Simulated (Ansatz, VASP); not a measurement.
One calculation of ZrO5, two programs

```xyz
6
Lattice="0.0000 2.9719 2.9719 2.9719 0.0000 2.9719 2.9719 2.9719 0.0000" Properties=species:S:1:pos:R:3 pbc="T T T"
Zr    0.0000    0.0000    0.0000
O     4.4579    4.4579    4.4579
O     3.7194    3.7194    2.2244
O     3.7194    2.2244    3.7194
O     2.2244    2.2244    2.2244
O     2.2244    3.7194    3.7194
```

Change from the starting cell: species swapped into the DyCu5 type (F-43m, No. 216).

Alike in both runs: functional PBE; k mesh 12 × 12 × 12; occupations gaussian, width 0.1 eV; no spin polarisation.

Ansatz relaxed the structure, and its values are those at the end. VASP's run is a single point on that final structure, the one shown.

```csv
,VASP,Ansatz
version,VASP 6.6.1,Ansatz 0.2.0
potentials or method,"VASP PAW PBE potentials, release 64 (Zr_sv, O), cutoff 520 eV","scalar-relativistic, plane waves, PAW"
valence electrons in the cell,42,42
```

```tsv
	VASP	Ansatz	Ansatz less VASP
gap on the k mesh at the Fermi level (eV)	none	none	-
pressure (GPa)	-0.1	0.0	+0.13
rms of the force components (eV/Å)	0.004	0.000	-0.0043
```

A gap of «none» marks a metal or a gap that the smearing closes. The functional is the same, so the differences come from potentials, cutoffs and numerics.
